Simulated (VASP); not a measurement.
# Na (Im-3m) in VASP: further runs

Runs on Na. Level: PBE. Tasks: single point.

All numbers are computed with VASP 6.6.1; they aren't measurements. Logs are shortened: lines on timing, memory, paths and dates and some standing lists are left out, and cuts for length are marked.

**1. The cell of the first run**

Symmetry: Im-3m, No. 229, cubic system. Conventional cell: a = 4.235 Å, b = 4.235 Å, c = 4.235 Å, α = 90.00°, β = 90.00°, γ = 90.00°. Na (site symmetry m-3m) has 14 Na at 3.67 to 4.24 Å within 4.8 Å.

**2. Single point, PBE**

Contents of INCAR:

```
SYSTEM = Na
  ALGO = Normal
  EDIFF = 1E-6
  ENCUT = 520
  GGA = PE
  ISIF = 2
  ISMEAR = 0
  LASPH = .True.
  LCHARG = .False.
  LREAL = .False.
  LWAVE = .False.
  NBANDS = 10
  NELM = 80
  PREC = Accurate
  SIGMA = 0.05
```

Contents of KPOINTS:

```
k-points
0
Gamma
  12 12 12
  0 0 0
```

Contents of POSCAR:

```
Na
1.0
   -2.1175000000      2.1175000000      2.1175000000
    2.1175000000     -2.1175000000      2.1175000000
    2.1175000000      2.1175000000     -2.1175000000
Na
1
Direct
    0.0000000000      0.0000000000      0.0000000000
```

Potentials or basis: VASP PAW PBE potentials, release 64 (Na_pv).

Launch:

```sh
cat potpaw_PBE.64/Na_pv/POTCAR > POTCAR
mpirun -np 1 vasp_std > vasp.out
```

OUTCAR:

```text
SYSTEM = Na
   EDIFF = 1E-6
   ENCUT = 520
   GGA = PE
   ISIF = 2
   ISMEAR = 0
   LASPH = .True.
   LREAL = .False.
   NELM = 80
   PREC = Accurate

 ion  position               nearest neighbor table
   1  0.000  0.000  0.000-

  LATTYP: Found a body centered cubic cell.
 ALAT       =     4.2350000000

  Lattice vectors:

 A1 = (  -2.1175000000,   2.1175000000,   2.1175000000)
 A2 = (   2.1175000000,  -2.1175000000,   2.1175000000)
 A3 = (   2.1175000000,   2.1175000000,  -2.1175000000)

Analysis of symmetry for initial positions (statically):
=====================================================================
 Subroutine PRICEL returns:
 Original cell was already a primitive cell.

 Routine SETGRP: Setting up the symmetry group for a
 body centered cubic supercell.

 Subroutine GETGRP returns: Found 48 space group operations
 (whereof 48 operations were pure point group operations)
 out of a pool of 48 trial point group operations.

The static configuration has the point symmetry O_h .

Analysis of symmetry for dynamics (positions and initial velocities):
=====================================================================
 Subroutine PRICEL returns:
 Original cell was already a primitive cell.

 Routine SETGRP: Setting up the symmetry group for a
 body centered cubic supercell.

 Subroutine GETGRP returns: Found 48 space group operations
 (whereof 48 operations were pure point group operations)
 out of a pool of 48 trial point group operations.

The dynamic configuration has the point symmetry O_h .

 Subroutine INISYM returns: Found 48 space group operations
 (whereof 48 operations are pure point group operations),
 and found     1 'primitive' translations

----------------------------------------------------------------------------------------

                                     Primitive cell

  volume of cell :      37.9778

  direct lattice vectors                    reciprocal lattice vectors
    -2.117500000  2.117500000  2.117500000     0.000000000  0.236127509  0.236127509
     2.117500000 -2.117500000  2.117500000     0.236127509  0.000000000  0.236127509
     2.117500000  2.117500000 -2.117500000     0.236127509  0.236127509  0.000000000

  length of vectors
     3.667617585  3.667617585  3.667617585     0.333934725  0.333934725  0.333934725

[... 75 lines left out ...]
   LASPH  =      T    aspherical Exc in radial PAW
   ENCUT  =  520.0 eV  38.22 Ry    6.18 a.u.   6.82  6.82  6.82*2*pi/ulx,y,z
   NELM   =     80;   NELMIN=  2; NELMDL= -5     # of ELM steps
   EDIFF  = 0.1E-05   stopping-criterion for ELM
   LREAL  =      F    real-space projection
   EDIFFG = 0.1E-04   stopping-criterion for IOM
   NSW    =      0    number of steps for IOM
   IBRION =     -1    ionic relax: 0-MD 1-quasi-New 2-CG
   NFREE  =      0    steps in history (QN), initial steepest desc. (CG)
   ISIF   =      2    stress and relaxation
   ISYM   =      2    0-nonsym 1-usesym 2-fastsym
   POTIM  = 0.5000    time-step for ionic-motion
   TEBEG  =    0.0;   TEEND  =   0.0 temperature during run
   PSTRESS=    0.0 pullay stress
   NELECT =       7.0000    total number of electrons
   NUPDOWN=      -1.0000    fix difference up-down
   EMIN   =  10.00;   EMAX   =-10.00  energy-range for DOS
   EFERMI =   0.00;   METHOD = LEGACY
   ISMEAR =     0;   SIGMA  =   0.05  broadening in eV -4-tet -1-fermi 0-gaus
   EFERMI_NEDOS =   21; number of points for ismear=-14 and -15
   IALGO  =     38    algorithm
   IMIX   =      4    mixing-type and parameters
     AMIX     =   0.40;   BMIX     =  1.00
     AMIX_MAG =   1.60;   BMIX_MAG =  1.00
  volume/ion in A,a.u.               =      37.98       256.29
  Fermi-wavevector in a.u.,A,eV,Ry     =   0.931674  1.760609 11.810087  0.868017
  Thomas-Fermi vector in A             =   2.058192
   LORBIT       =      0    0 simple, 1 ext, 2 COOP (PROOUT), +10 PAW based schemes
   GGA     = PE    functional components
   LHFCALC =     F    Hartree Fock is set to
   AEXX    =    0.0000 exact exchange contribution
   IVDW    =     0    specifies the selected vdW correction
   LEPSILON=     F    determine dielectric tensor
   LRPA    =     F    only Hartree local field effects (RPA)
 non-spin polarized calculation
 Gauss-broadening in eV      SIGMA  =   0.05
  energy-cutoff  :      520.00
  volume of cell :       37.98
 maximum number of plane-waves:      1055
   NGX = 13   NGY = 13   NGZ = 13

 number of electron       7.0000012 magnetization

 Free energy of the ion-electron system (eV)
  ---------------------------------------------------
  ext. energy  EPLUGINS =         0.00000000
  ---------------------------------------------------
  free energy    TOTEN  =        -1.30805770 eV

  energy without entropy =       -1.30679009  energy(sigma->0) =       -1.30742390

 E-fermi :   0.2130     XC(G=0):  -6.4397

 val. band max:        0.1893649037   @ k =  -0.3333   0.4167   0.1667
 cond. band min:       0.2998288213   @ k =   0.3333   0.1667  -0.0000
 fundamental gap:      0.1104639176
 Fermi energy:         0.2129733068

 k-point     1 :       0.0000    0.0000    0.0000
  band No.  band energies     occupation
      1     -24.6603      2.00000
      2     -24.6603      2.00000
      3     -24.6603      2.00000
      4      -2.9672      2.00000
      5      11.8366      0.00000
      6      11.8366      0.00000
      7      11.8366      0.00000
      8      12.8239      0.00000
      9      12.8239      0.00000
     10      13.3701      0.00000
[... 287 lines left out ...]
 k-point    24 :       0.4167    0.0833    0.0833
  band No.  band energies     occupation
      1     -24.6905      2.00000
      2     -24.6725      2.00000
      3     -24.6622      2.00000
      4       1.2256      0.00000
      5       1.6811      0.00000
      6       6.4023      0.00000
      7       7.4393      0.00000
      8      11.7992      0.00000
      9      12.5527      0.00000
     10      16.3955      0.00000

 [... further k-points ...]
[... 5 lines left out ...]
  --------------------------------------------------------------------------------------
  -------------------------------------------------------------------------------------
  Total       -0.0523178     -0.0523178     -0.0523178      0.0000000      0.0000000     -0.0000000
  in kB       -2.2071395     -2.2071395     -2.2071395      0.0000000      0.0000000     -0.0000000
  external PRESSURE =      -2.2071395 kB  Pullay stress =       0.0000000 kB

 VOLUME and BASIS-vectors are now :
 -----------------------------------------------------------------------------
  energy-cutoff  :      520.00
  volume of cell :       37.98
      direct lattice vectors                 reciprocal lattice vectors
    -2.117500000  2.117500000  2.117500000     0.000000000  0.236127509  0.236127509
     2.117500000 -2.117500000  2.117500000     0.236127509  0.000000000  0.236127509
     2.117500000  2.117500000 -2.117500000     0.236127509  0.236127509  0.000000000

 POSITION                                       TOTAL-FORCE (eV/Angst)
 -----------------------------------------------------------------------------------
      0.00000      0.00000      0.00000         0.000000     -0.000000     -0.000000
 -----------------------------------------------------------------------------------
    total drift:                                0.000000     -0.000000     -0.000000

  FREE ENERGIE OF THE ION-ELECTRON SYSTEM (eV)
  ---------------------------------------------------
  free  energy   TOTEN  =        -1.3080577012 eV

  energy  without entropy=       -1.3067900902  energy(sigma->0) =       -1.30742390
```

Run time: 21 s. Hardware: 1 thread of Intel Xeon Platinum 8259CL at 2.50GHz (Skylake/Cascade Lake), shared host; peak memory 0.16 GiB.

Results:

```
Free energy : -1.3081 eV
Pressure    : -0.2 GPa
```

(Part 1 of 2 ends here.)
